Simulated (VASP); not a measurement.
A run of VASP 6.6.1:

Contents of POSCAR:

```
SrO
1.0
    0.0000000000      2.5027432598      2.5027432598
    2.5027432598      0.0000000000      2.5027432598
    2.5027432598      2.5027432598      0.0000000000
Sr O
1 1
Direct
    0.0000000000      0.0000000000      0.0000000000
    0.5000000000      0.5000000000      0.5000000000
```

The input INCAR.step1:

```
ALGO     = Normal         # electronic algorithm
EDIFF    = 1E-4           # SCF threshold, eV
ENCUT    = 520            # plane-wave cutoff, eV
GGA      = PE             # functional
ISMEAR   = 0              # smearing method
LASPH    = True           # aspherical terms in the spheres
LCHARG   = False          # write CHGCAR
LREAL    = False          # projectors in reciprocal space
LWAVE    = True           # write WAVECAR
NBANDS   = 15             # bands
NELM     = 60             # most SCF steps
PREC     = Accurate       # precision mode
SIGMA    = 0.05           # smearing width, eV
```

File INCAR.step2:

```
ALGO     = Normal         # electronic algorithm
EDIFF    = 1E-6           # SCF threshold, eV
ENCUT    = 520            # plane-wave cutoff, eV
ISIF     = 2              # what is computed and relaxed
ISMEAR   = 0              # smearing method
ISTART   = 1            
LASPH    = True           # aspherical terms in the spheres
LCHARG   = True           # write CHGCAR
LELF     = True           # ELF
LMIXTAU  = True         
LREAL    = False          # projectors in reciprocal space
LVHAR    = True         
LWAVE    = False          # write WAVECAR
METAGGA  = R2SCAN         # meta-GGA
NBANDS   = 15             # bands
NELM     = 60             # most SCF steps
PREC     = Accurate       # precision mode
SIGMA    = 0.05           # smearing width, eV
```

The input KPOINTS:

```
k-points
0
Gamma
  8 8 8
```

Potentials or basis: VASP PAW PBE potentials, release 64 (Sr_sv, O).

The run is started by

```console
$ cat potpaw_PBE.64/Sr_sv/POTCAR potpaw_PBE.64/O/POTCAR > POTCAR
$ cp INCAR.step1 INCAR
$ mpirun -np 1 vasp_std > vasp.out
$ cp INCAR.step2 INCAR
$ mpirun -np 1 vasp_std > vasp.out
```

Hardware: 1 thread of AMD EPYC 9R45 96-Core Processor (Zen 5) (shared host).

**Question.** Estimate the wall time of this run.

**Answer.** Wall time 44 s on 1 thread of AMD EPYC 9R45 96-Core Processor (Zen 5), with other jobs on the host, peak memory 0.14 GiB. Counts: k points 29.
